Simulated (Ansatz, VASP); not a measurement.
Two plane-wave programs on Mg2Si3N

```
CELL_PARAMETERS angstrom
3.25096 0.00000 0.00000
-1.62548 2.81541 0.00000
0.00000 0.00000 10.57961
ATOMIC_POSITIONS crystal
Mg 0.66667 0.33333 0.90546
Mg 0.33333 0.66667 0.10153
Si 0.66667 0.33333 0.32801
Si 0.00000 0.00000 0.46207
Si 0.00000 0.00000 0.68430
N 0.00000 0.00000 0.00363
```

Alike in both runs: functional PBE; k mesh 12 × 12 × 4; occupations gaussian, width 0.1 eV; no spin polarisation.

Ansatz relaxed the structure, and its values are those at the end. VASP's run is a single point on that final structure, the one shown.

|  | VASP | Ansatz |
| --- | --- | --- |
| version | VASP 6.6.1 | Ansatz 0.2.0 |
| potentials or method | VASP PAW PBE potentials, release 64 (Mg, Si, N), cutoff 600 eV | scalar-relativistic, plane waves, PAW |
| valence electrons in the cell | 21 | 37 |

```tsv
	VASP	Ansatz	Ansatz less VASP
gap on the k mesh at the Fermi level (eV)	none	none	-
pressure (GPa)	-0.2	0.0	+0.22
rms of the force components (eV/Å)	0.012	0.002	-0.0101
```

A gap of «none» marks a metal or a gap that the smearing closes. VASP's potentials hold 21 valence electrons a cell and Ansatz's 37, so a difference there can come from the potentials and not from the codes.
